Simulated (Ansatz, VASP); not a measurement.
**Two plane-wave programs on Nb3Te2Mo**

```
Nb Te Mo
1.0
     4.84323    0.00000    0.00000
    -2.42162    4.19436    0.00000
     0.00000    0.00000    5.56388
Nb Te Mo
3 2 1
Direct
  0.00000 0.00000 0.50000
  0.33333 0.66667 0.67933
  0.66667 0.33333 0.32067
  0.66667 0.33333 0.81140
  0.33333 0.66667 0.18860
  0.00000 0.00000 0.00000
```

Alike in both runs: functional PBE; k mesh 4 × 4 × 3; occupations gaussian, width 0.2 eV; no spin polarisation.

Ansatz relaxed the structure, and its values are those at the end. VASP's run is a single point on that final structure, the one shown.

|  | VASP | Ansatz |
| --- | --- | --- |
| version | VASP 6.6.1 | Ansatz 0.2.0 |
| potentials or method | VASP PAW PBE potentials, release 64 (Nb_sv, Te, Mo_sv), cutoff 520 eV | scalar-relativistic, plane waves, PAW |
| valence electrons in the cell | 65 | 85 |

```tsv
	VASP	Ansatz	Ansatz less VASP
gap on the k mesh at the Fermi level (eV)	none	none	-
pressure (GPa)	0.2	0.4	+0.21
rms of the force components (eV/Å)	0.028	0.031	+0.0031
```

A gap of «none» marks a metal or a gap that the smearing closes. VASP's potentials hold 65 valence electrons a cell and Ansatz's 85, so a difference there can come from the potentials and not from the codes.

The k mesh is coarse, so the values compare programs but aren't converged. Neither program's run includes spin-orbit coupling.
